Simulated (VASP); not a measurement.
# BaTiO3 (P4mm) in VASP: a series of runs

Runs on BaTiO3. Level: PBEsol. Tasks: single point.

All numbers are computed with VASP 6.6.1; they aren't measurements. Logs are shortened: lines on timing, memory, paths and dates and some standing lists are left out, and cuts for length are marked.

## (1) The cell of the first run

It takes space group P4mm (No. 99, tetragonal). Conventional cell: a = 3.918 Å, b = 3.918 Å, c = 3.936 Å, α = 90.00°, β = 90.00°, γ = 90.00°. Ba (site symmetry 4mm) has 12 O at 2.73 to 2.82 Å and 8 Ti at 3.38 to 3.42 Å within 3.6 Å. Ti (site symmetry 4mm) has 6 O at 1.85 to 2.08 Å within 2.5 Å. O (site symmetry 2mm) has 2 Ti at 1.96 Å within 2.6 Å. Within 2.5 Å of O (site symmetry 4mm) lie 2 Ti at 1.85 to 2.08 Å.

## (2) Single point, PBEsol (volume scaled by 0.94)

Contents of INCAR:

```
SYSTEM = BaTiO3
ALGO = Normal ; EDIFF = 1E-7
ENCUT = 520 ; GGA = PS
ISIF = 2 ; ISMEAR = -1
LASPH = .True. ; LCHARG = .True.
LELF = .True. ; LREAL = .False.
LVHAR = .True. ; LWAVE = .False.
NBANDS = 28 ; NELM = 100
PREC = Accurate ; SIGMA = 0.05
```

Contents of KPOINTS:

```
k-points
0
Gamma
  7 7 7
  0 0 0
```

Contents of POSCAR:

```
BaTiO3
1.0
    3.9181485176      0.0000000000      0.0000000000
    0.0000000000      3.9181485176      0.0000000000
    0.0000000000      0.0000000000      3.9359769848
Ba Ti O
1 1 3
Direct
    0.0000000000      0.0000000000      0.0000000000
    0.5000000000      0.5000000000      0.4900000000
    0.0000000000      0.5000000000      0.5170000000
    0.5000000000      0.0000000000      0.5170000000
    0.5000000000      0.5000000000      0.0190000000
```

Potentials or basis: VASP PAW PBE potentials, release 64 (Ba_sv, Ti_sv, O).

Run with:

```sh
$ cat potpaw_PBE.64/Ba_sv/POTCAR potpaw_PBE.64/Ti_sv/POTCAR potpaw_PBE.64/O/POTCAR > POTCAR
$ mpirun -np 1 vasp_std > vasp.out
```

OUTCAR:

```text
SYSTEM = BaTiO3
   EDIFF = 1E-7
   ENCUT = 520
   GGA = PS
   ISIF = 2
   ISMEAR = -1
   LASPH = .True.
   LREAL = .False.
   NELM = 100
   PREC = Accurate

 ion  position               nearest neighbor table
   1  0.000  0.000  0.000-   3 2.73   4 2.73   3 2.73   4 2.73   5 2.77   5 2.77   5 2.77   5 2.77
                             4 2.82   3 2.82   4 2.82   3 2.82   2 3.38   2 3.38   2 3.38   2 3.38
   2  0.500  0.500  0.490-   5 1.85   4 1.96   3 1.96   4 1.96   3 1.96   5 2.08   1 3.38   1 3.38
                             1 3.38   1 3.38   1 3.42   1 3.42   1 3.42   1 3.42
   3  0.000  0.500  0.517-   2 1.96   2 1.96   1 2.73   1 2.73   1 2.82   1 2.82
   4  0.500  0.000  0.517-   2 1.96   2 1.96   1 2.73   1 2.73   1 2.82   1 2.82
   5  0.500  0.500  0.019-   2 1.85   2 2.08   1 2.77   1 2.77   1 2.77   1 2.77

  LATTYP: Found a simple tetragonal cell.
 ALAT       =     3.9181485176
 C/A-ratio  =     1.0045502275

  Lattice vectors:

 A1 = (   3.9181485176,   0.0000000000,   0.0000000000)
 A2 = (   0.0000000000,   3.9181485176,   0.0000000000)
 A3 = (   0.0000000000,   0.0000000000,   3.9359769848)

Analysis of symmetry for initial positions (statically):
=====================================================================
 Subroutine PRICEL returns:
 Original cell was already a primitive cell.

 Routine SETGRP: Setting up the symmetry group for a
 simple tetragonal supercell.

 Subroutine GETGRP returns: Found  8 space group operations
 (whereof  8 operations were pure point group operations)
 out of a pool of 16 trial point group operations.

The static configuration has the point symmetry C_4v.

Analysis of symmetry for dynamics (positions and initial velocities):
=====================================================================
 Subroutine PRICEL returns:
 Original cell was already a primitive cell.

 Routine SETGRP: Setting up the symmetry group for a
 simple tetragonal supercell.

 Subroutine GETGRP returns: Found  8 space group operations
 (whereof  8 operations were pure point group operations)
 out of a pool of 16 trial point group operations.

The dynamic configuration has the point symmetry C_4v.

 Subroutine INISYM returns: Found  8 space group operations
 (whereof  8 operations are pure point group operations),
 and found     1 'primitive' translations

----------------------------------------------------------------------------------------

                                     Primitive cell

  volume of cell :      60.4247

[... 92 lines left out ...]
   ENCUT  =  520.0 eV  38.22 Ry    6.18 a.u.   7.29  7.29  7.32*2*pi/ulx,y,z
   NELM   =    100;   NELMIN=  2; NELMDL= -5     # of ELM steps
   EDIFF  = 0.1E-06   stopping-criterion for ELM
   LREAL  =      F    real-space projection
   EDIFFG = 0.1E-05   stopping-criterion for IOM
   NSW    =      0    number of steps for IOM
   IBRION =     -1    ionic relax: 0-MD 1-quasi-New 2-CG
   NFREE  =      0    steps in history (QN), initial steepest desc. (CG)
   ISIF   =      2    stress and relaxation
   ISYM   =      2    0-nonsym 1-usesym 2-fastsym
   POTIM  = 0.5000    time-step for ionic-motion
   TEBEG  =    0.0;   TEEND  =   0.0 temperature during run
   PSTRESS=    0.0 pullay stress
   NELECT =      40.0000    total number of electrons
   NUPDOWN=      -1.0000    fix difference up-down
   EMIN   =  10.00;   EMAX   =-10.00  energy-range for DOS
   EFERMI =   0.00;   METHOD = LEGACY
   ISMEAR =    -1;   SIGMA  =   0.05  broadening in eV -4-tet -1-fermi 0-gaus
   EFERMI_NEDOS =   21; number of points for ismear=-14 and -15
   IALGO  =     38    algorithm
   IMIX   =      4    mixing-type and parameters
     AMIX     =   0.40;   BMIX     =  1.00
     AMIX_MAG =   1.60;   BMIX_MAG =  1.00
  volume/ion in A,a.u.               =      12.08        81.55
  Fermi-wavevector in a.u.,A,eV,Ry     =   1.426779  2.696221 27.697358  2.035698
  Thomas-Fermi vector in A             =   2.547019
   LORBIT       =      0    0 simple, 1 ext, 2 COOP (PROOUT), +10 PAW based schemes
   GGA     = PS    functional components
   LHFCALC =     F    Hartree Fock is set to
   AEXX    =    0.0000 exact exchange contribution
   IVDW    =     0    specifies the selected vdW correction
   LEPSILON=     F    determine dielectric tensor
   LRPA    =     F    only Hartree local field effects (RPA)
 non-spin polarized calculation
  energy-cutoff  :      520.00
  volume of cell :       60.42
 maximum number of plane-waves:      1647
 NGX is ok and might be reduce to    30
   NGX = 15   NGY = 15   NGZ = 15

 number of electron      40.0000001 magnetization

 Free energy of the ion-electron system (eV)
  ---------------------------------------------------
  ext. energy  EPLUGINS =         0.00000000
  ---------------------------------------------------
  free energy    TOTEN  =       -41.89613841 eV

  energy without entropy =      -41.89613841  energy(sigma->0) =      -41.89613841

 E-fermi :   5.1319     XC(G=0): -11.8289

 val. band max:        4.0898310997   @ k =   0.4286   0.4286   0.4286
 cond. band min:       6.0358885389   @ k =   0.0000   0.0000   0.0000
 fundamental gap:      1.9460574392
 Fermi energy:         5.1319386805

 k-point     1 :       0.0000    0.0000    0.0000
  band No.  band energies     occupation
      1     -51.8734      2.00000
      2     -28.2740      2.00000
      3     -28.2351      2.00000
      4     -28.2351      2.00000
      5     -20.4886      2.00000
      6     -12.7805      2.00000
[... 733 lines left out ...]
     27      12.9513      0.00000
     28      13.3709      0.00000

 [... further k-points ...]
[... 5 lines left out ...]
  --------------------------------------------------------------------------------------
  -------------------------------------------------------------------------------------
  Total        3.5882196      3.5882196      4.0529774      0.0000000      0.0000000      0.0000000
  in kB       95.1426525     95.1426525    107.4658383      0.0000000      0.0000000      0.0000000
  external PRESSURE =      99.2503811 kB  Pullay stress =       0.0000000 kB

 VOLUME and BASIS-vectors are now :
 -----------------------------------------------------------------------------
  energy-cutoff  :      520.00
  volume of cell :       60.42
      direct lattice vectors                 reciprocal lattice vectors
     3.918148518  0.000000000  0.000000000     0.255222587  0.000000000  0.000000000
     0.000000000  3.918148518  0.000000000     0.000000000  0.255222587  0.000000000
     0.000000000  0.000000000  3.935976985     0.000000000  0.000000000  0.254066526

 POSITION                                       TOTAL-FORCE (eV/Angst)
 -----------------------------------------------------------------------------------
      0.00000      0.00000      0.00000        -0.000000      0.000000      0.121536
      1.95907      1.95907      1.92863         0.000000     -0.000000      0.168218
      0.00000      1.95907      2.03490        -0.000000      0.000000     -0.099268
      1.95907      0.00000      2.03490         0.000000      0.000000     -0.099268
      1.95907      1.95907      0.07478         0.000000      0.000000     -0.091218
 -----------------------------------------------------------------------------------
    total drift:                                0.000000      0.000000      0.000319

  FREE ENERGIE OF THE ION-ELECTRON SYSTEM (eV)
  ---------------------------------------------------
  free  energy   TOTEN  =       -41.8961384138 eV

  energy  without entropy=      -41.8961384135  energy(sigma->0) =      -41.89613841
```

OSZICAR:

```text
N       E                     dE             d eps       ncg     rms          rms(c)
DAV:   1     0.439697046567E+03    0.43970E+03   -0.20892E+04  2240   0.156E+03
DAV:   2    -0.557746322622E+01   -0.44527E+03   -0.42546E+03  2556   0.437E+02
DAV:   3    -0.499412747576E+02   -0.44364E+02   -0.43889E+02  3116   0.134E+02
DAV:   4    -0.518463027089E+02   -0.19050E+01   -0.19008E+01  3308   0.241E+01
DAV:   5    -0.518956343576E+02   -0.49332E-01   -0.49321E-01  3060   0.314E+00    0.245E+01
DAV:   6    -0.420261834443E+02    0.98695E+01   -0.50859E+01  3248   0.682E+01    0.100E+01
DAV:   7    -0.420136363181E+02    0.12547E-01   -0.80267E+00  2984   0.207E+01    0.741E+00
DAV:   8    -0.419023473435E+02    0.11129E+00   -0.97864E-01  2728   0.974E+00    0.238E+00
DAV:   9    -0.419095650630E+02   -0.72177E-02   -0.18836E-01  2728   0.298E+00    0.104E+00
DAV:  10    -0.418996681011E+02    0.98970E-02   -0.86166E-02  2912   0.235E+00    0.578E-01
DAV:  11    -0.418964858407E+02    0.31823E-02   -0.21335E-02  3416   0.111E+00    0.140E-01
DAV:  12    -0.418961389280E+02    0.34691E-03   -0.17651E-03  2744   0.407E-01    0.581E-02
DAV:  13    -0.418964276399E+02   -0.28871E-03   -0.16662E-03  3336   0.346E-01    0.134E-01
DAV:  14    -0.418961363030E+02    0.29134E-03   -0.94833E-04  3112   0.261E-01    0.135E-02
DAV:  15    -0.418961385905E+02   -0.22875E-05   -0.45456E-05  2552   0.431E-02    0.350E-03
DAV:  16    -0.418961383933E+02    0.19715E-06   -0.16015E-06  3304   0.835E-03    0.285E-03
DAV:  17    -0.418961384138E+02   -0.20479E-07   -0.16532E-07  1840   0.322E-03
   1 F= -.41896138E+02 E0= -.41896138E+02  d E =-.328665E-09
```

stdout:

```text
POSCAR found type information on POSCAR BaTiO
 POSCAR found :  3 types and       5 ions
 scaLAPACK will be used
 -----------------------------------------------------------------------------
|                                                                             |
|                                                                             |
|     You enforced a specific xc type in the INCAR file but a different       |
|     I HOPE YOU KNOW WHAT YOU ARE DOING!                                     |
|                                                                             |
 -----------------------------------------------------------------------------

 LDA part: xc-table for (Slater+PW92), standard interpolation
 POSCAR, INCAR and KPOINTS ok, starting setup
 FFT: planning ... GRIDC
 FFT: planning ... GRID_SOFT
 FFT: planning ... GRID
 WAVECAR not read
 entering main loop
```

Run time: 57 s. Hardware: 1 thread of Intel Xeon Platinum 8488C (Sapphire Rapids), shared host; peak memory 0.21 GiB.

What came out:

```yaml
Free_energy: -41.8961 eV
Pressure: 9.9 GPa
Largest_force: 0.168 eV/Å
Band_gap_on_the_k_mesh: 1.95 eV, indirect (least direct gap 2.08 eV)
```

Forces on the atoms (eV/Å):
```
Ba   0.000  0.000  0.122
Ti   0.000  0.000  0.168
O    0.000  0.000 -0.099
O    0.000  0.000 -0.099
O    0.000  0.000 -0.091
```

Caveat: the PAW data sets were made with another functional, which shifts forces and pressure a little; spin-orbit coupling is left out, which moves the levels of the heavy elements. A k mesh can miss the band edges.

## (3) Single point, PBEsol (volume scaled by 0.98)

Contents of INCAR:

```
PREC = Accurate
ENCUT = 520
EDIFF = 1E-6
ISMEAR = -1
SIGMA = 0.05
LREAL = False
LASPH = True
NELM = 80
ALGO = Normal
ISIF = 2
LWAVE = False
LCHARG = False
GGA = PS
NBANDS = 28
```

Contents of KPOINTS:

```
Automatic mesh
0
Gamma
  7 7 7
```

POSCAR: that of step 2 with these lines changed.

```diff
@@ -2,5 +2,5 @@
 1.0
-    3.9181485176      0.0000000000      0.0000000000
-    0.0000000000      3.9181485176      0.0000000000
-    0.0000000000      0.0000000000      3.9359769848
+    3.9729548958      0.0000000000      0.0000000000
+    0.0000000000      3.9729548958      0.0000000000
+    0.0000000000      0.0000000000      3.9910327445
 Ba Ti O
```

Potentials or basis: VASP PAW PBE potentials, release 64 (Ba_sv, Ti_sv, O).

Run with:

```sh
$ cat potpaw_PBE.64/Ba_sv/POTCAR potpaw_PBE.64/Ti_sv/POTCAR potpaw_PBE.64/O/POTCAR > POTCAR
$ mpirun -np 1 vasp_std > vasp.out
```

Run time: 46 s. Hardware: 1 thread of Intel Xeon Platinum 8488C (Sapphire Rapids), shared host; peak memory 0.21 GiB.

It converged, with:

* Free energy: -41.9886 eV
* Pressure: 1.6 GPa
* Largest force: 0.195 eV/Å
* Band gap on the k mesh: 1.86 eV, indirect (least direct gap 2.04 eV)

Forces on the atoms (eV/Å):
```
Ba   0.000  0.000  0.076
Ti   0.000  0.000 -0.045
O    0.000  0.000 -0.113
O    0.000  0.000 -0.113
O    0.000  0.000  0.195
```

Stress tensor (GPa, compression positive):
```
1.20 0.00 0.00
0.00 1.20 0.00
0.00 0.00 2.24
```

Levels at points of the mesh, in eV from the valence-band top:
```
           k point  band 17  band 18  band 19  band 20  band 21  band 22  band 23  band 24
(0.00, 0.00, 0.00)    -1.09    -0.18    -0.18    -0.18     1.86     2.09     2.09     4.24
```

Caveat: the PAW data sets were made with another functional, which shifts forces and pressure a little; spin-orbit coupling is left out, which moves the levels of the heavy elements. A k mesh can miss the band edges.
